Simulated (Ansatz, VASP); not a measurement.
**N: VASP beside Ansatz**

The input INCAR:

```
SYSTEM = N
PREC = Accurate ; ENCUT = 520
EDIFF = 1E-7 ; ISMEAR = -1
SIGMA = 0.02 ; LREAL = .FALSE.
LASPH = .TRUE. ; NELM = 60
ALGO = Normal ; ISIF = 2
LWAVE = .FALSE. ; LCHARG = .TRUE.
GGA = PE ; LELF = .TRUE.
LVHAR = .TRUE. ; NBANDS = 18
```

KPOINTS

```
regular mesh
0
G
  12 12 4
  0 0 0
```

POSCAR

```
N
1.0
    3.6204208593      0.0000000000      0.0000000000
   -1.8102104297      3.1353764365      0.0000000000
    0.0000000000      0.0000000000      7.6409886428
N
4
Direct
    0.3333333333      0.6666666667      0.3215760740
    0.3333333333      0.6666666667      0.1784239260
    0.6666666667      0.3333333333      0.8215760740
    0.6666666667      0.3333333333      0.6784239260
```

Input for Ansatz:

```yaml
crystal:
  lattice:
    - [3.6204208593, 0.0, 0.0]
    - [-1.8102104297, 3.1353764365, 0.0]
    - [0.0, 0.0, 7.6409886428]
  atoms:
    - { symbol: "N", position: [0.3333333333, 0.6666666667, 0.321576074] }
    - { symbol: "N", position: [0.3333333333, 0.6666666667, 0.178423926] }
    - { symbol: "N", position: [0.6666666667, 0.3333333333, 0.821576074] }
    - { symbol: "N", position: [0.6666666667, 0.3333333333, 0.678423926] }
kpoints:
  mp_grid: { grid: [12, 12, 4] }
  band_path:
    path:
      - [0.0, 0.0, 0.0]
      - [0.5, 0.0, 0.0]
      - [0.3333333333, 0.3333333333, 0.0]
      - [0.0, 0.0, 0.5]
      - [0.5, 0.0, 0.5]
      - [0.3333333333, 0.3333333333, 0.5]
      - [0.125, 0.177083, 0.0]
      - [0.0, 0.5, 0.0]
    npoints: 1
hamiltonian:
  xc: pbe
scf:
  occupations: { method: fermi_dirac, width: 0.02 }
  n_extra_bands: 5
output:
  forces: true
  stress: true
  eigenvalues: true
```

Change from the starting cell: biaxial_xy strain +1.1%.

Alike in both runs: task single point; functional PBE; k mesh 12 × 12 × 4; occupations fermi-dirac, width 0.02 eV; no spin polarisation.

|  | VASP | Ansatz |
| --- | --- | --- |
| version | VASP 6.6.1 | Ansatz 0.2.0 |
| potentials or method | VASP PAW PBE potentials, release 64 (N) | plane waves, PAW |
| plane-wave cutoff (eV) | 520 | 420 |
| valence electrons in the cell | 20 | 20 |

|  | VASP | Ansatz | Ansatz less VASP |
| --- | --- | --- | --- |
| gap on the k mesh at the Fermi level (eV) | 7.07 | 7.12 | +0.045 |
| pressure (GPa) | 4.7 | 2.4 | -2.36 |
| traceless stress, the component that is largest in VASP (GPa) | 8.16 | 2.99 | -5.174 |
| rms of the force components (eV/Å) | 1.810 | 0.684 | -1.1267 |

Atom by atom the forces differ by 1.127 eV/Å (rms over components). With one functional, cell and mesh, what is left measures potentials, basis and numerics.

Noted on VASP's run: the standard files for N, O and F lose accuracy on very short bonds.
